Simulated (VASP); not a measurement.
Input of a VASP 6.6.1 run:

INCAR

```
SYSTEM = Ti2O
  ALGO = Normal
  EDIFF = 1E-7
  ENCUT = 520
  GGA = PS
  ISIF = 2
  ISMEAR = 0
  LASPH = .True.
  LCHARG = .True.
  LELF = .True.
  LREAL = .False.
  LVHAR = .True.
  LWAVE = .False.
  NBANDS = 22
  NELM = 80
  PREC = Accurate
  SIGMA = 0.1
```

KPOINTS

```
k-points
0
Gamma
  18 18 10
  0 0 0
```

Contents of POSCAR:

```
Ti2O
1.0
    2.9213251787      0.0000000000      0.0000000000
   -1.4606625893      2.5299418175      0.0000000000
    0.0000000000      0.0000000000      4.6817702962
Ti O
2 1
Direct
    0.6666666667      0.3333333333      0.2639369350
    0.3333333333      0.6666666667      0.7360630650
    0.0000000000      0.0000000000      0.0000000000
```

Potentials or basis: VASP PAW PBE potentials, release 64 (Ti_sv, O).

The run is started by

```bash
$ cat potpaw_PBE.64/Ti_sv/POTCAR potpaw_PBE.64/O/POTCAR > POTCAR
$ mpirun -np 1 vasp_std > vasp.out
```

(1) Predict the band gap on the k mesh.

(2) What does it give for the pressure?

(3) Estimate the largest force.

Results:

(1) zero (bands 15 and 16 overlap by 0.80 eV).

(2) 6.8 GPa.

(3) 0.055 eV/Å.

Caveat: the cell stands under pressure; the PAW data sets were made with another functional, which shifts forces and pressure a little.
